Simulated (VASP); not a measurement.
# Al3Ru2N (P6/mmm) in VASP: single point with PBE

Aim: the single point of Al3Ru2N with PBE.

All numbers are computed with VASP 6.6.1; they aren't measurements. Logs are shortened: lines on timing, memory, paths and dates and some standing lists are left out, and cuts for length are marked.

## Step 1: The cell of the first run

Symmetry: P6/mmm, No. 191, hexagonal system. The conventional cell has a = 5.161 Å, b = 5.161 Å, c = 4.024 Å, α = 90.00°, β = 90.00°, γ = 120.00°. Within 3.3 Å of Al (site symmetry mmm) lie 4 Ru at 2.50 Å and 4 Al at 2.58 Å and 4 N at 3.27 Å. Ru (site symmetry -6m2) has 6 Al at 2.50 Å and 3 N at 2.98 Å and 3 Ru at 2.98 Å within 3.3 Å. Within 4.1 Å of N (site symmetry 6/mmm) lie 6 Ru at 2.98 Å and 12 Al at 3.27 Å and 2 N at 4.02 Å.

The cell was built from a structure type or drawn by symmetry, and may not be a known phase.

## Step 2: Single point, PBE, collinear spin, ferromagnetic start

File INCAR:

```
  PREC = Accurate
  ENCUT = 520
  EDIFF = 1E-7
  ISMEAR = 0
  SIGMA = 0.1
  LREAL = F
  LASPH = T
  NELM = 150
  ALGO = Normal
  ISIF = 2
  LWAVE = F
  LCHARG = T
  ISPIN = 2
  MAGMOM = 0 0 0 1 1 0
  LORBIT = 11
  LMAXMIX = 4
  GGA = PE
  LELF = T
  LVHAR = T
  NBANDS = 34
```

File KPOINTS:

```
regular mesh
0
Gamma
  6 6 6
```

File POSCAR:

```
Al3Ru2N
1.0
    5.1607638763     -0.0000000028      0.0000000000
   -2.5803819357      4.4693526212      0.0000000000
    0.0000000000      0.0000000000      4.0237797847
Al Ru N
3 2 1
Direct
    0.5000000000      0.0000000000      0.5000000000
    0.5000000000      0.5000000000      0.5000000000
    0.0000000000      0.5000000000      0.5000000000
    0.3333333333      0.6666666667      0.0000000000
    0.6666666667      0.3333333333      0.0000000000
    0.0000000000      0.0000000000      0.0000000000
```

Potentials or basis: VASP PAW PBE potentials, release 64 (Al, Ru_pv, N).

The run is started by

```sh
cat potpaw_PBE.64/Al/POTCAR potpaw_PBE.64/Ru_pv/POTCAR potpaw_PBE.64/N/POTCAR > POTCAR
mpirun -np 1 vasp_std > vasp.out
```

OUTCAR:

```text
PREC = Accurate
   ENCUT = 520
   EDIFF = 1E-7
   ISMEAR = 0
   LREAL = F
   LASPH = T
   NELM = 150
   ISIF = 2
   ISPIN = 2
   LORBIT = 11
   GGA = PE

 ion  position               nearest neighbor table
   1  0.500  0.000  0.500-   4 2.50   5 2.50   4 2.50   5 2.50   2 2.58   2 2.58   3 2.58   3 2.58

   2  0.500  0.500  0.500-   4 2.50   5 2.50   4 2.50   5 2.50   1 2.58   1 2.58   3 2.58   3 2.58

   3  0.000  0.500  0.500-   4 2.50   5 2.50   4 2.50   5 2.50   2 2.58   2 2.58   1 2.58   1 2.58

   4  0.333  0.667  0.000-   1 2.50   1 2.50   3 2.50   3 2.50   2 2.50   2 2.50   5 2.98   5 2.98
                             5 2.98
   5  0.667  0.333  0.000-   1 2.50   1 2.50   3 2.50   3 2.50   2 2.50   2 2.50   4 2.98   4 2.98
                             4 2.98
   6  0.000  0.000  0.000-

  LATTYP: Found a hexagonal cell.
 ALAT       =     5.1607638763
 C/A-ratio  =     0.7796868605

  Lattice vectors:

 A1 = (   5.1607638763,  -0.0000000028,   0.0000000000)
 A2 = (  -2.5803819357,   4.4693526212,   0.0000000000)
 A3 = (   0.0000000000,   0.0000000000,   4.0237797847)

Analysis of symmetry for initial positions (statically):
=====================================================================
 Subroutine PRICEL returns:
 Original cell was already a primitive cell.

 Routine SETGRP: Setting up the symmetry group for a
 hexagonal supercell.

 Subroutine GETGRP returns: Found 24 space group operations
 (whereof 24 operations were pure point group operations)
 out of a pool of 24 trial point group operations.

The static configuration has the point symmetry D_6h.

Analysis of symmetry for dynamics (positions and initial velocities):
=====================================================================
 Subroutine PRICEL returns:
 Original cell was already a primitive cell.

 Routine SETGRP: Setting up the symmetry group for a
 hexagonal supercell.

 Subroutine GETGRP returns: Found 24 space group operations
 (whereof 24 operations were pure point group operations)
 out of a pool of 24 trial point group operations.

The dynamic configuration has the point symmetry D_6h.

Analysis of structural, dynamic, and magnetic symmetry:
=====================================================================
 Subroutine PRICEL returns:
 Original cell was already a primitive cell.

 Routine SETGRP: Setting up the symmetry group for a
 hexagonal supercell.

 Subroutine GETGRP returns: Found 24 space group operations
 (whereof 24 operations were pure point group operations)
 out of a pool of 24 trial point group operations.

The overall configuration has the point symmetry D_6h.
[... 147 lines left out ...]

 number of electron      42.0000008 magnetization      -0.0002194

 Free energy of the ion-electron system (eV)
  ---------------------------------------------------
  ext. energy  EPLUGINS =         0.00000000
  ---------------------------------------------------
  free energy    TOTEN  =       -33.67448706 eV

  energy without entropy =      -33.66251273  energy(sigma->0) =      -33.66849990

 E-fermi :   7.2505     XC(G=0): -11.0148

 val. band max:        7.2225303369   @ k =   0.1667  -0.0000   0.0000
 cond. band min:       7.2813103071   @ k =   0.3333   0.0000   0.5000
 fundamental gap:      0.0587799702
 Fermi energy:         7.2505290161

 spin component 1

 k-point     1 :       0.0000    0.0000    0.0000
  band No.  band energies     occupation
      1     -35.1198      1.00000
      2     -35.1198      1.00000
      3     -35.0123      1.00000
      4     -34.9832      1.00000
      5     -34.9832      1.00000
      6     -34.9817      1.00000
[... 853 lines left out ...]
     32      15.3718      0.00000
     33      16.3761      0.00000

 [... further k-points ...]

 spin component 2

 k-point     1 :       0.0000    0.0000    0.0000
  band No.  band energies     occupation
      1     -35.1198      1.00000
      2     -35.1198      1.00000
      3     -35.0123      1.00000
      4     -34.9832      1.00000
      5     -34.9832      1.00000
      6     -34.9817      1.00000
[... 853 lines left out ...]
     32      15.3719      0.00000
     33      16.3761      0.00000

 [... further k-points ...]

 [bands above 33 left out]

------------------------ aborting loop because EDIFF is reached ----------------------------------------

  FORCE on cell =-STRESS in cart. coord.  units (eV):
  Direction    XX          YY          ZZ          XY          YZ          ZX
  --------------------------------------------------------------------------------------
  -------------------------------------------------------------------------------------
  Total       -0.0327208     -0.0327208      0.0931493     -0.0000000     -0.0000000     -0.0000000
  in kB       -0.5648613     -0.5648613      1.6080418     -0.0000000     -0.0000000     -0.0000000
  external PRESSURE =       0.1594397 kB  Pullay stress =       0.0000000 kB

 VOLUME and BASIS-vectors are now :
 -----------------------------------------------------------------------------
  energy-cutoff  :      520.00
  volume of cell :       92.81
      direct lattice vectors                 reciprocal lattice vectors
     5.160763876 -0.000000003  0.000000000     0.193769764  0.111873025  0.000000000
    -2.580381936  4.469352621  0.000000000     0.000000000  0.223746051  0.000000000
     0.000000000  0.000000000  4.023779785     0.000000000  0.000000000  0.248522547

 POSITION                                       TOTAL-FORCE (eV/Angst)
 -----------------------------------------------------------------------------------
      2.58038     -0.00000      2.01189        -0.000000     -0.000000     -0.000000
      1.29019      2.23468      2.01189        -0.000000     -0.000000     -0.000000
     -1.29019      2.23468      2.01189        -0.000000     -0.000000     -0.000000
      0.00000      2.97957      0.00000        -0.000000     -0.000000      0.000000
      2.58038      1.48978      0.00000         0.000000      0.000000     -0.000000
      0.00000      0.00000      0.00000        -0.000000     -0.000000     -0.000000
 -----------------------------------------------------------------------------------
    total drift:                                0.000000     -0.000000      0.000000

  FREE ENERGIE OF THE ION-ELECTRON SYSTEM (eV)
  ---------------------------------------------------
  free  energy   TOTEN  =       -33.6744870613 eV

  energy  without entropy=      -33.6625127291  energy(sigma->0) =      -33.66849990

 total charge

# of ion       s       p       d       tot
------------------------------------------
    1        0.442   0.407   0.000   0.849
    2        0.442   0.407   0.000   0.849
    3        0.442   0.407   0.000   0.849
    4        0.344   6.210   6.154  12.709
    5        0.344   6.210   6.154  12.709
    6        1.384   1.903   0.000   3.287
--------------------------------------------------
tot          3.399  15.543  12.308  31.250

 magnetization (x)

# of ion       s       p       d       tot
------------------------------------------
    1        0.000   0.000   0.000   0.000
    2        0.000   0.000   0.000   0.000
    3        0.000   0.000   0.000   0.000
    4       -0.000   0.000  -0.000  -0.000
    5       -0.000   0.000  -0.000  -0.000
    6       -0.000  -0.000   0.000  -0.000
--------------------------------------------------
tot          0.000  -0.000  -0.000  -0.000
```

OSZICAR:

```text
N       E                     dE             d eps       ncg     rms          rms(c)
DAV:   1     0.309119991873E+03    0.30912E+03   -0.22223E+04  3992   0.117E+03
DAV:   2    -0.233614869590E+02   -0.33248E+03   -0.31731E+03  4292   0.319E+02
DAV:   3    -0.352516334134E+02   -0.11890E+02   -0.11439E+02  4486   0.576E+01
DAV:   4    -0.354528860507E+02   -0.20125E+00   -0.20072E+00  4438   0.704E+00
DAV:   5    -0.354580921875E+02   -0.52061E-02   -0.52057E-02  4942   0.110E+00    0.169E+01
DAV:   6    -0.385464065372E+02   -0.30883E+01   -0.40238E+01  4402   0.261E+01    0.172E+01
DAV:   7    -0.339857422724E+02    0.45607E+01   -0.21305E+01  4512   0.154E+01    0.510E+00
DAV:   8    -0.337411097312E+02    0.24463E+00   -0.11699E+00  4040   0.365E+00    0.296E+00
DAV:   9    -0.336788080062E+02    0.62302E-01   -0.14798E-01  4340   0.226E+00    0.792E-01
DAV:  10    -0.336746894659E+02    0.41185E-02   -0.17434E-02  5026   0.635E-01    0.383E-01
DAV:  11    -0.336744419040E+02    0.24756E-03   -0.14462E-03  4656   0.183E-01    0.185E-01
DAV:  12    -0.336744747814E+02   -0.32877E-04   -0.24242E-04  4318   0.828E-02    0.655E-02
DAV:  13    -0.336744874105E+02   -0.12629E-04   -0.27530E-05  4554   0.263E-02    0.201E-02
DAV:  14    -0.336744871130E+02    0.29752E-06   -0.54048E-06  4480   0.110E-02    0.740E-03
DAV:  15    -0.336744870613E+02    0.51664E-07   -0.64971E-07  4450   0.385E-03
   1 F= -.33674487E+02 E0= -.33668500E+02  d E =-.119743E-01  mag=    -0.0001
```

It took 4.1 min on 1 thread of Intel Xeon Platinum 8375C at 2.90GHz (Ice Lake), shared host; peak memory 0.32 GiB.

What came out:

```yaml
Free_energy: -33.6745 eV
Pressure: 0.0 GPa
Band_gap_on_the_k_mesh: zero (filled and empty bands overlap)
Net_moment: 0.00 μB per cell
Valence_electrons_inside_the_program's_atomic_spheres: Al 0.85; Ru 12.71; N 3.29
```
